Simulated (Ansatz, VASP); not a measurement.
One calculation of Al, two programs

INCAR

```
SYSTEM = Al
PREC = Accurate ; ENCUT = 520
EDIFF = 1E-6 ; ISMEAR = 0
SIGMA = 0.15 ; LREAL = .False.
LASPH = .True. ; NELM = 100
ALGO = Fast ; ISIF = 2
LWAVE = .False. ; LCHARG = .False.
GGA = PE ; NBANDS = 8
```

The input KPOINTS:

```
regular mesh
0
Gamma
  20 20 20
  0 0 0
```

The input POSCAR:

```
Al
1.0
    0.0000000000      1.9733805000      1.9227810000
    1.9733805000      0.0000000000      1.9227810000
    1.9733805000      1.9733805000      0.0000000000
Al
1
Direct
    0.0000000000      0.0000000000      0.0000000000
```

Input for Ansatz:

```yaml
crystal:
  lattice:
    - [0.0, 1.9733805, 1.922781]
    - [1.9733805, 0.0, 1.922781]
    - [1.9733805, 1.9733805, 0.0]
  atoms:
    - { symbol: Al, position: [0.0, 0.0, 0.0] }
basis:
  ecutwfc: 420
kpoints:
  mp_grid: { grid: [20, 20, 20] }
hamiltonian:
  xc: pbe
scf:
  occupations: { method: gaussian, width: 0.15 }
output:
  forces: true
  stress: true
  eigenvalues: true
  write_density: true
  write_potential: true
  elf: true
  volumetric_format: npy
```

Change from the starting cell: strain -0.025 along x and y, -0.050 along z, atoms carried along.

Alike in both runs: task single point; functional PBE; k mesh 20 × 20 × 20; occupations gaussian, width 0.15 eV; no spin polarisation.

|  | VASP | Ansatz |
| --- | --- | --- |
| version | VASP 6.6.1 | Ansatz 0.2.0 |
| potentials or method | VASP PAW PBE potentials, release 64 (Al), cutoff 520 eV | scalar-relativistic, plane waves, PAW |
| valence electrons in the cell | 3 | 3 |

```csv
,VASP,Ansatz,Ansatz less VASP
gap on the k mesh at the Fermi level (eV),none,none,-
pressure (GPa),9.3,9.3,+0.03
"traceless stress, the component that is largest in VASP (GPa)",1.00,1.00,+0.003
```

A gap of «none» marks a metal or a gap that the smearing closes.
